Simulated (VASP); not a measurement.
CoCl2O2, 5 atoms in the cell. The structure is monoclinic, space group C2/m (No. 12). The conventional cell has a = 7.162 Å, b = 7.854 Å, c = 3.483 Å, α = 90.00°, β = 96.93°, γ = 90.00°. Co (site symmetry 2/m) has 2 O at 1.63 Å within 2.2 Å. Cl (site symmetry m) has 2 Co at 2.38 to 2.45 Å and 4 O at 2.88 to 2.94 Å within 3.1 Å. O (site symmetry 2) has 1 Co at 1.63 Å within 2.2 Å. 

- Program: VASP 6.6.1
- Task: single point
- Functional: PBE
- Potentials or basis: VASP PAW PBE potentials, release 64 (Co, Cl, O)
- Cutoff: 520 eV
- k mesh: 4 × 4 × 7
- Occupations: fermi-dirac, width 0.05 eV
- Spin: collinear spin, zero start
- Starting moments: [0.0, 0.0, 0.0, 0.0, 0.0] μB
- Fixed moment: 0 μB
- Dipole correction: no
- Further INCAR settings: ALGO = Normal; EDIFF = 1e-06; NBANDS = 30

Potentials or basis: VASP PAW PBE potentials, release 64 (Co, Cl, O).

Launch:

```console
$ cat potpaw_PBE.64/Co/POTCAR potpaw_PBE.64/Cl/POTCAR potpaw_PBE.64/O/POTCAR > POTCAR
$ mpirun -np 1 vasp_std > vasp.out
```

Hardware: 1 thread of Intel(R) Xeon(R) Platinum 8259CL CPU @ 2.50GHz (Skylake/Cascade Lake), on a shared host.

Estimate the wall time of this run.

It took 6.9 min on 1 thread of Intel(R) Xeon(R) Platinum 8259CL CPU @ 2.50GHz (Skylake/Cascade Lake), on a shared host, peak memory 0.32 GiB. Counts: scf iterations 20, k points 37.
